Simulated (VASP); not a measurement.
## GaAs: single point with PBE-based global hybrid with 35 % exact exchange

The system is GaAs.

```
CELL_PARAMETERS angstrom
0.00000 2.82685 2.82685
2.82685 0.00000 2.82685
2.82685 2.82685 0.00000
ATOMIC_POSITIONS crystal
Ga 0.00000 0.00000 0.00000
As 0.75000 0.75000 0.75000
```

| Property | Result |
| --- | --- |
| Program | VASP 6.6.1 |
| Task | single point |
| Functional | PBE-based global hybrid with 35 % exact exchange |
| Potentials or basis | VASP PAW PBE potentials, release 64 (Ga_d, As_d) |
| Cutoff | 400 eV |
| k mesh | 4 × 4 × 4 |
| Occupations | gaussian, width 0.05 eV |
| Spin | no spin polarisation |
| Dipole correction | no |
| Grid for exact exchange (PRECFOCK) | Normal |
| Share of exact exchange | 0.35 |
| Further INCAR settings | ALGO = Normal; EDIFF = 1e-06; NBANDS = 21 |

```json
{"Pressure": "0.0 GPa", "Band gap on the k mesh": "2.88 eV"}
```

Levels at points of the mesh, in eV from the valence-band top:
```
           k point  band 10  band 11  band 12  band 13  band 14  band 15  band 16  band 17  band 18  band 19
(0.00, 0.00, 0.00)   -18.38   -14.49     0.00     0.00     0.00     2.88     5.93     5.93     5.93     9.99
(0.50, 0.00, 0.00)   -18.38   -12.49    -7.50    -1.28    -1.28     3.15     6.87     6.87    10.04    13.15
(0.50, 0.50, 0.00)   -18.37   -11.63    -7.67    -3.03    -3.03     3.35     3.66    13.19    13.19    13.88
```

Run time: 23 min on 1 thread of AMD EPYC 7R43 64-Core Processor (Zen 3), on a shared host, peak memory 0.12 GiB.

Caveat: the k points lie up to 0.48 Å⁻¹ apart; the PAW data sets were made with another functional, which shifts forces and pressure a little. A k mesh can miss the band edges.
